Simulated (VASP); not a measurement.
Se, 2 atoms in the cell. It takes space group P6_3/mmc (No. 194, hexagonal). The conventional cell has a = 3.599 Å, b = 3.599 Å, c = 3.911 Å, α = 90.00°, β = 90.00°, γ = 120.00°. Se (site symmetry -6m2) has 14 Se at 2.85 to 3.91 Å within 4.0 Å. This isn't the form of Se at room conditions, which is trigonal, of chains.

```yaml
Program: VASP 6.6.1
Task: single point
Functional: PBE
Potentials_or_basis: VASP PAW PBE potentials, release 64 (Se)
Cutoff: 520 eV
k_mesh: 6 × 6 × 4
Occupations: gaussian, width 0.1 eV
Spin: no spin polarisation
Dipole_correction: no
Further_INCAR_settings: ALGO = Normal; EDIFF = 1e-06; NBANDS = 13
```

Potentials or basis: VASP PAW PBE potentials, release 64 (Se).

The run is started by

```console
$ cat potpaw_PBE.64/Se/POTCAR > POTCAR
$ mpirun -np 1 vasp_std > vasp.out
```

Hardware: 1 thread of Intel(R) Xeon(R) 6975P-C (Granite Rapids), on a shared host.

Q: How long does it take, and how much memory?

A: It took 4.6 s on 1 thread of Intel(R) Xeon(R) 6975P-C (Granite Rapids) (shared host), peak memory 0.15 GiB. Counts: scf iterations 10, k points 21.
